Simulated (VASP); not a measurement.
MgSe, 2 atoms in the cell. The structure is cubic, space group Fm-3m (No. 225). Conventional cell: a = 5.523 Å, b = 5.523 Å, c = 5.523 Å, α = 90.00°, β = 90.00°, γ = 90.00°. Mg (site symmetry m-3m) has 6 Se at 2.76 Å within 3.6 Å. Within 3.6 Å of Se (site symmetry m-3m) lie 6 Mg at 2.76 Å.  This cell differs from its parent crystal: volume scaled by 1.04.

* Program: VASP 6.6.1
* Task: single point
* Functional: PBE
* Potentials or basis: VASP PAW PBE potentials, release 64 (Mg, Se)
* Cutoff: 600 eV
* k mesh: 8 × 8 × 8
* Occupations: fermi-dirac, width 0.02 eV
* Spin: no spin polarisation
* Dipole correction: no
* Further INCAR settings: ALGO = Normal; EDIFF = 1e-06; NBANDS = 11

Potentials or basis: VASP PAW PBE potentials, release 64 (Mg, Se).

The run is started by

```bash
$ cat potpaw_PBE.64/Mg/POTCAR potpaw_PBE.64/Se/POTCAR > POTCAR
$ mpirun -np 1 vasp_std > vasp.out
```

Hardware: 1 thread of AMD EPYC 7R43 64-Core Processor (Zen 3) (shared host).

Q: Estimate the wall time of this run.

A: Run time: 21 s on 1 thread of AMD EPYC 7R43 64-Core Processor (Zen 3), on a shared host, peak memory 0.14 GiB. Counts: scf iterations 12, k points 29.
